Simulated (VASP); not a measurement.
Input of a VASP 6.6.1 run:

File INCAR:

```
ALGO = Normal
EDIFF = 1E-6
ENCUT = 520
ISIF = 2
ISMEAR = -1
LASPH = True
LCHARG = False
LREAL = False
LWAVE = False
NBANDS = 24
NELM = 60
PREC = Accurate
SIGMA = 0.1
```

Contents of KPOINTS:

```
k-points
0
Gamma
  6 6 2
```

File POSCAR:

```
Sr3Mg
1.0
    4.2078400000      0.0000000000      0.0000000000
   -2.1039200000      3.6440900000      0.0000000000
    0.0000000000      0.0000000000     12.3733500000
Sr Mg
3 1
Direct
    0.6666666667      0.3333333333      0.0000000000
    0.0000000000      0.0000000000      0.2847300000
    0.0000000000      0.0000000000      0.7152700000
    0.6666666667      0.3333333333      0.5000000000
```

Potentials or basis: VASP PAW LDA potentials, release 64 (Sr_sv, Mg).

The run is started by

```sh
$ cat potpaw_LDA.64/Sr_sv/POTCAR potpaw_LDA.64/Mg/POTCAR > POTCAR
$ mpirun -np 1 vasp_std > vasp.out
```

Problem. Estimate the pressure.

Solution. -1.4 GPa.

Problem. What does it give for the largest force?

Solution. 0.031 eV/Å.

Problem. Estimate the band gap on the k mesh.

Solution. Zero (bands 16 and 17 overlap by 0.17 eV).

Forces on the atoms (eV/Å):
```
Sr   0.000  0.000  0.000
Sr   0.000  0.000  0.031
Sr   0.000  0.000 -0.031
Mg   0.000  0.000  0.000
```
